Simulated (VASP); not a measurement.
Here is a VASP 6.6.1 calculation.

File INCAR:

```
PREC = Accurate ; ENCUT = 600
EDIFF = 1E-6 ; ISMEAR = 0
SIGMA = 0.1 ; LREAL = F
LASPH = T ; NELM = 120
ALGO = Normal ; ISIF = 2
LWAVE = F ; LCHARG = T
GGA = PS ; LELF = T
LVHAR = T ; NBANDS = 44
GGA_COMPAT = F
```

KPOINTS

```
regular mesh
0
Gamma
  10 10 10
```

File POSCAR:

```
Ta4N5
1.0
   -3.3753063532      3.3753063532      2.1091707249
    3.3753063532     -3.3753063532      2.1091707249
    3.3753063532      3.3753063532     -2.1091707249
Ta N
4 5
Direct
    0.7852030644      0.6046702010      0.3898732654
    0.3953297990      0.7852030644      0.1805328634
    0.6046702010      0.2147969356      0.8194671366
    0.2147969356      0.3953297990      0.6101267346
    0.5000000000      0.5000000000      0.0000000000
    0.9087386393      0.3034143838      0.2121530231
    0.6965856162      0.9087386393      0.6053242555
    0.3034143838      0.0912613607      0.3946757445
    0.0912613607      0.6965856162      0.7878469769
```

Potentials or basis: VASP PAW PBE potentials, release 64 (Ta_pv, N).

The run is started by

```console
$ cat potpaw_PBE.64/Ta_pv/POTCAR potpaw_PBE.64/N/POTCAR > POTCAR
$ mpirun -np 1 vasp_std > vasp.out
```

(1) Estimate the band gap on the k mesh.

(2) What does it give for the pressure?

(3) Predict the largest force.

Results:

(1) zero (an odd number of electrons rules out a gap without spin polarisation).

(2) 11.0 GPa.

(3) 0.025 eV/Å.

Caveat: the cell stands under pressure; the PAW data sets were made with another functional, which shifts forces and pressure a little; spin-orbit coupling is left out, which moves the levels of the heavy elements; an odd number of electrons without spin polarisation forces a metal; a magnetic or distorted state may lie lower.
